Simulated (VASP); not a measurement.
## MnHg: single point with PBE

MnHg:

```
Hg Mn
1.0
     3.32088    0.00000    0.00000
     0.00000    3.32088    0.00000
     0.00000    0.00000    3.31300
Hg Mn
1 1
Direct
  0.00000 0.00000 0.00000
  0.50000 0.50000 0.50000
```

```json
{"Program": "VASP 6.6.1", "Task": "single point", "Functional": "PBE", "Potentials or basis": "VASP PAW PBE potentials, release 64 (Hg, Mn_pv)", "Cutoff": "520 eV", "k mesh": "7 × 7 × 7", "Occupations": "fermi-dirac, width 0.05 eV", "Spin": "collinear spin, ferromagnetic start", "Starting moments": "[0.0, 4.0] μB", "Dipole correction": "no", "Further INCAR settings": "ALGO = Normal; EDIFF = 1e-06; NBANDS = 24"}
```

```yaml
Pressure: 0.6 GPa
Net_moment: 3.92 μB per cell
Site_moments: Hg -0.06; Mn +3.84 μB
Valence_electrons_inside_the_program's_atomic_spheres: Hg 10.59; Mn 11.40
```

Levels at points of the mesh, in eV from the Fermi level:
Spin up:
```tsv
k point	band 12	band 13	band 14	band 15	band 16	band 17
(0.00, 0.00, 0.00)	-2.09	-2.09	-2.09	4.86	4.86	4.93
```
Spin down:
| k point | band 8 | band 9 | band 10 | band 11 | band 12 | band 13 |
| --- | --- | --- | --- | --- | --- | --- |
| (0.00, 0.00, 0.00) | -7.05 | -7.05 | 0.34 | 0.35 | 1.45 | 1.45 |

It took 31 s on 1 thread of Intel(R) Xeon(R) 6975P-C (Granite Rapids), on a shared host, peak memory 0.2 GiB.

Caveat: spin-orbit coupling is left out, which moves the levels of the heavy elements.
